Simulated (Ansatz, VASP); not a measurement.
# Two plane-wave programs on Nb

```
CELL_PARAMETERS angstrom
-1.70555 1.70555 1.74715
1.70555 -1.70555 1.74715
1.70555 1.70555 -1.74715
ATOMIC_POSITIONS crystal
Nb 0.00000 0.00000 0.00000
```

Change from the starting cell: strain +0.025 along x and y, +0.050 along z, atoms carried along.

Alike in both runs: task single point; functional PBE; k mesh 20 × 20 × 20; occupations gaussian, width 0.15 eV; no spin polarisation.

```csv
,VASP,Ansatz
version,VASP 6.6.1,Ansatz 0.2.0
potentials or method,"VASP PAW PBE potentials, release 64 (Nb_sv), cutoff 520 eV","scalar-relativistic, plane waves, PAW"
valence electrons in the cell,13,13
```

|  | VASP | Ansatz | Ansatz less VASP |
| --- | --- | --- | --- |
| gap on the k mesh at the Fermi level (eV) | none | none | - |
| pressure (GPa) | -15.8 | -15.6 | +0.27 |
| traceless stress, the component that is largest in VASP (GPa) | -1.30 | -1.30 | -0.007 |

A gap of «none» marks a metal or a gap that the smearing closes. The functional is the same, so the differences come from potentials, cutoffs and numerics.
